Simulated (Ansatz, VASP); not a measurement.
**Bi2Te2O3: VASP beside Ansatz**

```
Bi Te O
1.0
     5.70709    0.00000    0.00000
    -2.85354    4.94248    0.00000
     0.00000    0.00000    6.74950
Bi Te O
2 2 3
Direct
  0.00000 0.00000 0.28839
  0.00000 0.00000 0.71161
  0.33333 0.66667 0.00000
  0.66667 0.33333 0.00000
  0.50000 0.00000 0.50000
  0.00000 0.50000 0.50000
  0.50000 0.50000 0.50000
```

Alike in both runs: task relaxation of cell and atoms; functional PBE; k mesh 3 × 3 × 2; occupations gaussian, width 0.15 eV; no spin polarisation.

```csv
,VASP,Ansatz
version,VASP 6.6.1,Ansatz 0.2.0
potentials or method,"VASP PAW PBE potentials, release 64 (Bi_d, Te, O), cutoff 600 eV","scalar-relativistic, plane waves, PAW"
valence electrons in the cell,60,80
```

Ansatz gave:

| Quantity | Value |
| --- | --- |
| relaxed volume (Å³/atom) | 22.41 |
| relaxed cell length with the largest relative difference (Å) | 7.769 |

Task: Which values does VASP return?

Result: Relaxed volume (Å³/atom): 22.32; relaxed cell length with the largest relative difference (Å): 7.741.

VASP's potentials hold 60 valence electrons a cell and Ansatz's 80, so a difference there can come from the potentials and not from the codes.

The k mesh is coarse, so the values compare programs but aren't converged. Spin-orbit coupling is off throughout. Noted on VASP's run: the volume moved by over 15 % at a fixed basis, so the end points are rough.
